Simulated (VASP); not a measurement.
# Na3H2 (R-3m) in VASP: notebook, part 2 of 2

VASP 6.6.1. The steps go on from the part before.

## 3. Relaxation of cell and atoms, PBE

This run uses another cell than the first one, of 15.07 Å³/atom.

Input file INCAR:

```
PREC = Accurate
ENCUT = 500
EDIFF = 1E-7
ISMEAR = 0
SIGMA = 0.1
LREAL = F
LASPH = T
NELM = 120
ALGO = Normal
ISIF = 3
LWAVE = F
LCHARG = F
GGA = PE
IBRION = 2
NSW = 90
EDIFFG = -0.04
GGA_COMPAT = F
NELMIN = 4
```

Input file KPOINTS:

```
Automatic mesh
0
Gamma
  6 6 6
```

Input file POSCAR:

```
Na3H2
1.0
    1.6740748664      0.9665275748      7.7601861898
   -1.6740748664      0.9665275748      7.7601861898
    0.0000000000     -1.9330551495      7.7601861898
Na H
3 2
Direct
    0.0000000000      0.0000000000      0.0000000000
    0.2095000000      0.2095000000      0.2095000000
    0.7905000000      0.7905000000      0.7905000000
    0.4000000000      0.4000000000      0.4000000000
    0.6000000000      0.6000000000      0.6000000000
```

Potentials or basis: VASP PAW PBE potentials, release 64 (Na_pv, H).

Started as:

```console
$ cat potpaw_PBE.64/Na_pv/POTCAR potpaw_PBE.64/H/POTCAR > POTCAR
$ mpirun -np 1 vasp_std > vasp.out
```

OUTCAR:

```text
PREC = Accurate
   ENCUT = 500
   EDIFF = 1E-7
   ISMEAR = 0
   LREAL = F
   LASPH = T
   NELM = 120
   ISIF = 3
   GGA = PE
   IBRION = 2
   NSW = 90
   EDIFFG = -0.04
   NELMIN = 4

 ion  position               nearest neighbor table
   1  0.000  0.000  0.000-
   2  0.209  0.209  0.209-   3 2.78   3 2.78   3 2.78
   3  0.791  0.791  0.791-   2 2.78   2 2.78   2 2.78
   4  0.400  0.400  0.400-
   5  0.600  0.600  0.600-

  LATTYP: Found a trigonal (rhomboedric) cell.
 ALAT       =     7.9973240469
 COS(alpha) =     0.9123624232

  Lattice vectors:

 A1 = (   1.6740748664,   0.9665275748,   7.7601861898)
 A2 = (  -1.6740748664,   0.9665275748,   7.7601861898)
 A3 = (   0.0000000000,  -1.9330551495,   7.7601861898)

Analysis of symmetry for initial positions (statically):
=====================================================================
 Subroutine PRICEL returns:
 Original cell was already a primitive cell.

 Routine SETGRP: Setting up the symmetry group for a
 trigonal (rhombohedral) supercell.

 Subroutine GETGRP returns: Found 12 space group operations
 (whereof 12 operations were pure point group operations)
 out of a pool of 12 trial point group operations.

The static configuration has the point symmetry D_3d.
[... 365 lines left out ...]

 number of electron      22.9999999 magnetization

 Free energy of the ion-electron system (eV)
  ---------------------------------------------------
  ext. energy  EPLUGINS =         0.00000000
  ---------------------------------------------------
  free energy    TOTEN  =       -11.22054569 eV

  energy without entropy =      -11.21642859  energy(sigma->0) =      -11.21848714

 E-fermi :   1.0473     XC(G=0):  -7.3990

 val. band max:        1.0371775597   @ k =   0.5000   0.5000   0.1667
 cond. band min:       1.9070381213   @ k =   0.5000   0.5000   0.5000
 fundamental gap:      0.8698605617
 Fermi energy:         1.0473016483

 k-point     1 :       0.0000    0.0000    0.0000
  band No.  band energies     occupation
      1     -23.7078      2.00000
      2     -23.6948      2.00000
      3     -23.6948      2.00000
      4     -23.6938      2.00000
      5     -23.6932      2.00000
      6     -23.6932      2.00000
      7     -23.5147      2.00000
      8     -23.4760      2.00000
      9     -23.4760      2.00000
     10      -4.6498      2.00000
     11      -3.3600      2.00000
     12      -0.9622      2.00000
     13       3.4388      0.00000
     14       4.4004      0.00000
[... 401 lines left out ...]
      2     -23.7521      2.00000
      3     -23.7197      2.00000
      4     -23.7171      2.00000
      5     -23.6915      2.00000
      6     -23.6851      2.00000
      7     -23.5344      2.00000
      8     -23.5062      2.00000
      9     -23.5003      2.00000
     10      -2.2902      2.00000
     11      -1.8046      2.00000
     12       1.9855      0.00000
     13       3.3431      0.00000
     14       3.8862      0.00000
     15       5.0416      0.00000

 [... further k-points ...]

------------------------ aborting loop because EDIFF is reached ----------------------------------------

  FORCE on cell =-STRESS in cart. coord.  units (eV):
  Direction    XX          YY          ZZ          XY          YZ          ZX
  --------------------------------------------------------------------------------------
  -------------------------------------------------------------------------------------
  Total        0.0292632      0.0292632     -0.0142167      0.0000000     -0.0000000      0.0000000
  in kB        0.5197064      0.5197064     -0.2524849      0.0000000     -0.0000000      0.0000000
  external PRESSURE =       0.2623093 kB  Pullay stress =       0.0000000 kB
[... 20 lines left out ...]
  FREE ENERGIE OF THE ION-ELECTRON SYSTEM (eV)
  ---------------------------------------------------
  free  energy   TOTEN  =       -11.2205456903 eV

  energy  without entropy=      -11.2164285880  energy(sigma->0) =      -11.21848714

 reached required accuracy - stopping structural energy minimisation
```

CONTCAR:

```text
Na3H2
   1.00000000000000
     1.7109333993208600    0.9878078587090849    8.8964744581754616
    -1.7109333993208600    0.9878078587090849    8.8964744581754616
    -0.0000000000000000   -1.9756157173030051    8.8964744581737634
  Na              H
     3     2
Direct
     0.0000000000000000    0.0000000000000000    0.0000000000000000
     0.2266390062288990    0.2266390062288990    0.2266390062289036
     0.7733609937711009    0.7733609937711009    0.7733609937710964
     0.3858312127103974    0.3858312127103974    0.3858312127104083
     0.6141687872896028    0.6141687872896028    0.6141687872895916

  0.00000000E+00  0.00000000E+00  0.00000000E+00
  0.00000000E+00  0.00000000E+00  0.00000000E+00
  0.00000000E+00  0.00000000E+00  0.00000000E+00
  0.00000000E+00  0.00000000E+00  0.00000000E+00
  0.00000000E+00  0.00000000E+00  0.00000000E+00
```

Run time: 11 min. Hardware: 1 thread of Intel Xeon 6975P-C (Granite Rapids), shared host; peak memory 0.52 GiB.

Results:

| Item | Value |
| --- | --- |
| Free energy | -11.2205 eV |
| Relaxed volume | 18.04 Å³/atom |
| Relaxed cell | a = 9.113 Å, b = 9.113 Å, c = 9.113 Å, α = 21.64°, β = 21.64°, γ = 21.64° |
| Space group after relaxing (to 0.1 Å) | R-3m (No. 166) |
| Energy gained by relaxing | 190.5 meV/atom |
| Ionic steps | 12 |
| Pressure after relaxing | 0.0 GPa |
| Largest force after relaxing | 0.009 eV/Å |
| Band gap on the k mesh | zero (an odd number of electrons rules out a gap without spin polarisation) |

Forces in eV/Å, atoms in the order of the input:
```
Na   0.000  0.000  0.000
Na   0.000  0.000  0.009
Na   0.000  0.000 -0.009
H    0.000  0.000  0.003
H    0.000  0.000 -0.003
```

The path:
| step | energy change (eV) | largest force (eV/Å) | pressure (GPa) | volume (Å³) |
| --- | --- | --- | --- | --- |
| 1 | 0.0000 | 1.4353 | 5.18 | 75.34 |
| 2 | -0.3574 | 1.0280 | 2.77 | 80.76 |
| 3 | -0.7158 | 0.4239 | -0.56 | 93.07 |
| 4 | -0.7370 | 0.4238 | -1.13 | 96.45 |
| 5 | -0.7389 | 0.4236 | -1.29 | 97.57 |
| 6 | -0.7987 | 0.4033 | -0.95 | 95.15 |
| 7 | -0.8986 | 0.3108 | 0.44 | 88.08 |
| 8 | -0.9019 | 0.2786 | 0.85 | 86.33 |
| 9 | -0.9378 | 0.1226 | 0.57 | 87.60 |
| 10 | -0.9498 | 0.0498 | 0.28 | 89.00 |
| 11 | -0.9499 | 0.0371 | 0.29 | 88.90 |
| 12 | -0.9524 | 0.0094 | 0.03 | 90.21 |

Final structure:
```
Na H
1.0
     1.71093    0.98781    8.89647
    -1.71093    0.98781    8.89647
     0.00000   -1.97562    8.89647
Na H
3 2
Direct
  0.00000 0.00000 0.00000
  0.22664 0.22664 0.22664
  0.77336 0.77336 0.77336
  0.38583 0.38583 0.38583
  0.61417 0.61417 0.61417
```

Levels at points of the mesh, in eV from the Fermi level:
| k point | band 8 | band 9 | band 10 | band 11 | band 12 | band 13 | band 14 | band 15 |
| --- | --- | --- | --- | --- | --- | --- | --- | --- |
| (0.00, 0.00, 0.00) | -24.52 | -24.52 | -5.70 | -4.41 | -2.01 | 2.39 | 3.35 | 7.85 |
| (0.50, 0.00, 0.00) | -24.55 | -24.54 | -3.21 | -2.87 | 1.02 | 1.57 | 2.57 | 2.99 |
| (0.50, 0.50, 0.00) | -24.55 | -24.54 | -3.19 | -2.90 | 1.17 | 1.60 | 2.02 | 3.46 |
| (0.50, 0.50, 0.50) | -24.52 | -24.52 | -5.61 | -4.64 | -1.45 | 0.86 | 5.91 | 6.52 |

Caveat: the k points lie up to 0.36 Å⁻¹ apart in the final cell, too coarse for converged energies and pressures of a metal; the volume moved by over 15 % at a fixed basis, so the end points are rough.

## 4. Single point, PBE

This run uses another cell than the first one, of 18.32 Å³/atom.

Input file INCAR:

```
SYSTEM = Na3H2
PREC     = Accurate       ! precision mode
ENCUT    = 500            ! plane-wave cutoff, eV
EDIFF    = 1E-6           ! SCF threshold, eV
ISMEAR   = 0              ! smearing method
SIGMA    = 0.1            ! smearing width, eV
LREAL    = .FALSE.        ! projectors in reciprocal space
LASPH    = .TRUE.         ! aspherical terms in the spheres
NELM     = 120            ! most SCF steps
ALGO     = Normal         ! electronic algorithm
ISIF     = 2              ! what is computed and relaxed
LWAVE    = .FALSE.        ! write WAVECAR
LCHARG   = .FALSE.        ! write CHGCAR
GGA      = PE             ! functional
NBANDS   = 20             ! bands
GGA_COMPAT= .FALSE.
```

Input file KPOINTS:

```
regular mesh
0
G
  12 12 12
  0 0 0
```

Input file POSCAR:

```
Na3H2
1.0
    1.7190500331      0.9924939994      8.9486413881
   -1.7190500331      0.9924939994      8.9486413881
    0.0000000000     -1.9849879988      8.9486413881
Na H
3 2
Direct
    0.0000000000      0.0000000000      0.0000000000
    0.2269969135      0.2269969135      0.2269969135
    0.7730030865      0.7730030865      0.7730030865
    0.3857800494      0.3857800494      0.3857800494
    0.6142199506      0.6142199506      0.6142199506
```

Potentials or basis: VASP PAW PBE potentials, release 64 (Na_pv, H).

Started as:

```console
$ cat potpaw_PBE.64/Na_pv/POTCAR potpaw_PBE.64/H/POTCAR > POTCAR
$ mpirun -np 1 vasp_std > vasp.out
```

OUTCAR:

```text
SYSTEM = Na3H2
   PREC = Accurate
   ENCUT = 500
   EDIFF = 1E-6
   ISMEAR = 0
   LREAL = .FALSE.
   LASPH = .TRUE.
   NELM = 120
   ISIF = 2
   GGA = PE

 ion  position               nearest neighbor table
   1  0.000  0.000  0.000-
   2  0.227  0.227  0.227-
   3  0.773  0.773  0.773-
   4  0.386  0.386  0.386-
   5  0.614  0.614  0.614-

  LATTYP: Found a trigonal (rhomboedric) cell.
 ALAT       =     9.1661529579
 COS(alpha) =     0.9296550655

  Lattice vectors:

 A1 = (   1.7190500331,   0.9924939994,   8.9486413881)
 A2 = (  -1.7190500331,   0.9924939994,   8.9486413881)
 A3 = (   0.0000000000,  -1.9849879988,   8.9486413881)

Analysis of symmetry for initial positions (statically):
=====================================================================
 Subroutine PRICEL returns:
 Original cell was already a primitive cell.

 Routine SETGRP: Setting up the symmetry group for a
 trigonal (rhombohedral) supercell.

 Subroutine GETGRP returns: Found 12 space group operations
 (whereof 12 operations were pure point group operations)
 out of a pool of 12 trial point group operations.

The static configuration has the point symmetry D_3d.

Analysis of symmetry for dynamics (positions and initial velocities):
=====================================================================
 Subroutine PRICEL returns:
 Original cell was already a primitive cell.

 Routine SETGRP: Setting up the symmetry group for a
 trigonal (rhombohedral) supercell.

 Subroutine GETGRP returns: Found 12 space group operations
 (whereof 12 operations were pure point group operations)
 out of a pool of 12 trial point group operations.

The dynamic configuration has the point symmetry D_3d.

 Subroutine INISYM returns: Found 12 space group operations
 (whereof 12 operations are pure point group operations),
 and found     1 'primitive' translations
[... 119 lines left out ...]
   IMIX   =      4    mixing-type and parameters
     AMIX     =   0.40;   BMIX     =  1.00
     AMIX_MAG =   1.60;   BMIX_MAG =  1.00
  volume/ion in A,a.u.               =      18.32       123.64
  Fermi-wavevector in a.u.,A,eV,Ry     =   1.032783  1.951677 14.512535  1.066641
  Thomas-Fermi vector in A             =   2.166998
   LORBIT       =      0    0 simple, 1 ext, 2 COOP (PROOUT), +10 PAW based schemes
   GGA     = PE    functional components
   LHFCALC =     F    Hartree Fock is set to
   AEXX    =    0.0000 exact exchange contribution
   IVDW    =     0    specifies the selected vdW correction
   LEPSILON=     F    determine dielectric tensor
   LRPA    =     F    only Hartree local field effects (RPA)
 non-spin polarized calculation
 Gauss-broadening in eV      SIGMA  =   0.10
  energy-cutoff  :      500.00
  volume of cell :       91.61
 maximum number of plane-waves:      2360
 NGX is ok and might be reduce to    70
   NGX = 33   NGY = 33   NGZ = 33

 number of electron      23.0000001 magnetization

 Free energy of the ion-electron system (eV)
  ---------------------------------------------------
  ext. energy  EPLUGINS =         0.00000000
  ---------------------------------------------------
  free energy    TOTEN  =       -11.21622585 eV

  energy without entropy =      -11.21125929  energy(sigma->0) =      -11.21374257

 E-fermi :   1.2696     XC(G=0):  -7.3503

 val. band max:        1.2656898067   @ k =  -0.3333   0.4167   0.2500
 cond. band min:       1.2756571033   @ k =  -0.3333   0.5000   0.2500
 fundamental gap:      0.0099672966
 Fermi energy:         1.2696242981

 k-point     1 :       0.0000    0.0000    0.0000
  band No.  band energies     occupation
      1     -23.7710      2.00000
      2     -23.7598      2.00000
      3     -23.7598      2.00000
      4     -23.7591      2.00000
      5     -23.7584      2.00000
      6     -23.7584      2.00000
[... 541 lines left out ...]
     19       8.3483      0.00000
     20       8.7228      0.00000

 [... further k-points ...]

------------------------ aborting loop because EDIFF is reached ----------------------------------------

  FORCE on cell =-STRESS in cart. coord.  units (eV):
  Direction    XX          YY          ZZ          XY          YZ          ZX
  --------------------------------------------------------------------------------------
  -------------------------------------------------------------------------------------
  Total       -0.0164372     -0.0164372     -0.0312871      0.0000000     -0.0000000      0.0000000
  in kB       -0.2874846     -0.2874846     -0.5472060      0.0000000     -0.0000000      0.0000000
  external PRESSURE =      -0.3740584 kB  Pullay stress =       0.0000000 kB

 VOLUME and BASIS-vectors are now :
 -----------------------------------------------------------------------------
  energy-cutoff  :      500.00
  volume of cell :       91.61
      direct lattice vectors                 reciprocal lattice vectors
     1.719050033  0.992493999  8.948641388     0.290858317  0.167927128  0.037249602
    -1.719050033  0.992493999  8.948641388    -0.290858317  0.167927128  0.037249602
     0.000000000 -1.984987999  8.948641388     0.000000000 -0.335854256  0.037249602

 POSITION                                       TOTAL-FORCE (eV/Angst)
 -----------------------------------------------------------------------------------
      0.00000      0.00000      0.00000         0.000000      0.000000      0.000000
      0.00000      0.00000      6.09394         0.000000      0.000000     -0.005798
      0.00000      0.00000     20.75198         0.000000     -0.000000      0.005798
      0.00000      0.00000     10.35662         0.000000     -0.000000     -0.005663
      0.00000      0.00000     16.48930         0.000000      0.000000      0.005663
 -----------------------------------------------------------------------------------
    total drift:                                0.000000     -0.000000      0.000000

  FREE ENERGIE OF THE ION-ELECTRON SYSTEM (eV)
  ---------------------------------------------------
  free  energy   TOTEN  =       -11.2162258515 eV

  energy  without entropy=      -11.2112592945  energy(sigma->0) =      -11.21374257
```

Run time: 16 min. Hardware: 1 thread of Intel Xeon 6975P-C (Granite Rapids), shared host; peak memory 0.78 GiB.

What came out:

- Free energy: -11.2162 eV
- Pressure: 0.0 GPa
- Largest force: 0.006 eV/Å
- Band gap on the k mesh: zero (an odd number of electrons rules out a gap without spin polarisation)

Forces in eV/Å, atoms in the order of the input:
```
Na   0.000  0.000  0.000
Na   0.000  0.000 -0.006
Na   0.000  0.000  0.006
H    0.000  0.000 -0.006
H    0.000  0.000  0.006
```

Levels at points of the mesh, in eV from the Fermi level:
| k point | band 9 | band 10 | band 11 | band 12 | band 13 | band 14 | band 15 | band 16 |
| --- | --- | --- | --- | --- | --- | --- | --- | --- |
| (0.00, 0.00, 0.00) | -24.83 | -5.94 | -4.67 | -2.25 | 2.07 | 3.03 | 7.46 | 8.14 |
| (0.50, 0.00, 0.00) | -24.84 | -3.48 | -3.14 | 0.74 | 1.29 | 2.28 | 2.69 | 5.09 |
| (0.50, 0.50, 0.00) | -24.84 | -3.46 | -3.17 | 0.89 | 1.30 | 1.75 | 3.15 | 4.98 |
| (0.50, 0.50, 0.50) | -24.83 | -5.86 | -4.89 | -1.70 | 0.56 | 5.54 | 6.16 | 8.47 |

## 5. Overview

```csv
task,cell,k mesh,gap on the mesh (eV),pressure (GPa),largest force (eV/Å)
single point,"a = 9.135 Å, angles 21.6°, 5 atoms, atomic positions A",6 × 6 × 6,none,0.1,0.02
relaxation of cell and atoms,"relaxed from a = 7.997 Å, angles 24.2°, 5 atoms, atomic positions B",6 × 6 × 6,none,0.0,0.01
single point,"a = 9.166 Å, angles 21.6°, 5 atoms, atomic positions C",12 × 12 × 12,none,0.0,0.01
```

Alike in all rows: level PBE; potentials or basis VASP PAW PBE potentials, release 64 (Na_pv, H); no spin polarisation; cutoff (eV) 500; smearing gaussian 0.1 eV.

Caveats: some runs use coarse meshes; the volume moved by over 15 % at a fixed basis, so the end points are rough (at least some runs).

Total energies depend on the potentials used, so only differences within one code and one set of settings carry meaning.
